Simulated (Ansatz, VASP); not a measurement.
## AlN in VASP and in Ansatz

The input INCAR:

```
  ALGO = Normal
  EDIFF = 1E-6
  ENCUT = 520
  GGA = PE
  ISIF = 2
  ISMEAR = 0
  LASPH = True
  LCHARG = True
  LELF = True
  LREAL = False
  LVHAR = True
  LWAVE = False
  NBANDS = 16
  NELM = 100
  PREC = Accurate
  SIGMA = 0.01
```

KPOINTS

```
k-points
0
Gamma
  12 12 6
```

POSCAR

```
AlN
1.0
    3.1302084203      0.0000000000      0.0000000000
   -1.5651042102      2.7108400111      0.0000000000
    0.0000000000      0.0000000000      5.0180433215
Al N
2 2
Direct
    0.6666666667      0.3333333333      0.4992342258
    0.3333333333      0.6666666667      0.9992342258
    0.6666666667      0.3333333333      0.8807657742
    0.3333333333      0.6666666667      0.3807657742
```

Input for Ansatz:

```yaml
crystal:
  lattice:
    - [3.1302084203, 0.0, 0.0]
    - [-1.5651042102, 2.7108400111, 0.0]
    - [0.0, 0.0, 5.0180433215]
  atoms:
    - { symbol: Al, position: [0.6666666667, 0.3333333333, 0.4992342258] }
    - { symbol: Al, position: [0.3333333333, 0.6666666667, 0.9992342258] }
    - { symbol: "N", position: [0.6666666667, 0.3333333333, 0.8807657742] }
    - { symbol: "N", position: [0.3333333333, 0.6666666667, 0.3807657742] }
basis:
  ecutwfc: 420
  xc_grid: 2
kpoints:
  mp_grid: { grid: [12, 12, 6] }
  band_path: { path: [VBM, CBM], npoints: 2 }
hamiltonian:
  xc: pbe
scf:
  occupations: { method: gaussian, width: 0.01 }
output:
  forces: true
  stress: true
  eigenvalues: true
```

Alike in both runs: task single point; functional PBE; k mesh 12 × 12 × 6; occupations gaussian, width 0.01 eV; no spin polarisation.

```csv
,VASP,Ansatz
version,VASP 6.6.1,Ansatz 0.2.0
potentials or method,"VASP PAW PBE potentials, release 64 (Al, N), cutoff 520 eV","scalar-relativistic, plane waves, PAW"
valence electrons in the cell,16,16
```

VASP gave:

* gap on the k mesh at the Fermi level (eV): 4.04
* least direct gap on the mesh (eV): 4.04
* pressure (GPa): -0.3

**Question.** Estimate Ansatz's values.

**Answer.** gap on the k mesh at the Fermi level (eV): 4.03; least direct gap on the mesh (eV): 4.03; pressure (GPa): 0.0.

The functional is the same, so the differences come from potentials, cutoffs and numerics.
